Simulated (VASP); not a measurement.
**AlN: single point with PBEsol**

Crystal: AlN.

```
CELL_PARAMETERS angstrom
3.30147 0.00000 0.00000
-1.65073 2.85916 0.00000
0.00000 0.00000 4.13987
ATOMIC_POSITIONS crystal
Al 0.33333 0.66667 0.75000
Al 0.66667 0.33333 0.25000
N 0.33333 0.66667 0.25000
N 0.66667 0.33333 0.75000
```

```
Program             : VASP 6.6.1
Task                : single point
Functional          : PBEsol
Potentials or basis : VASP PAW PBE potentials, release 64 (Al, N)
Cutoff              : 520 eV
k mesh              : 9 × 9 × 6
Occupations         : gaussian, width 0.02 eV
Spin                : no spin polarisation
```

```json
{
 "Pressure": "0.0 GPa",
 "Band gap on the k mesh": "3.34 eV"
}
```

Levels at points of the mesh, in eV from the valence-band top:
| k point | band 6 | band 7 | band 8 | band 9 | band 10 | band 11 |
| --- | --- | --- | --- | --- | --- | --- |
| (0.00, 0.00, 0.00) | -1.60 | -1.60 | 0.00 | 3.34 | 4.48 | 8.22 |
| (0.00, 0.00, 0.50) | -2.51 | -2.51 | -2.51 | 5.70 | 5.70 | 8.38 |

It took 55 s on 1 thread of Intel Xeon 8259CL, on a shared host, peak memory 0.17 GiB.

Caveat: the PAW data sets were made with another functional, which shifts forces and pressure a little.
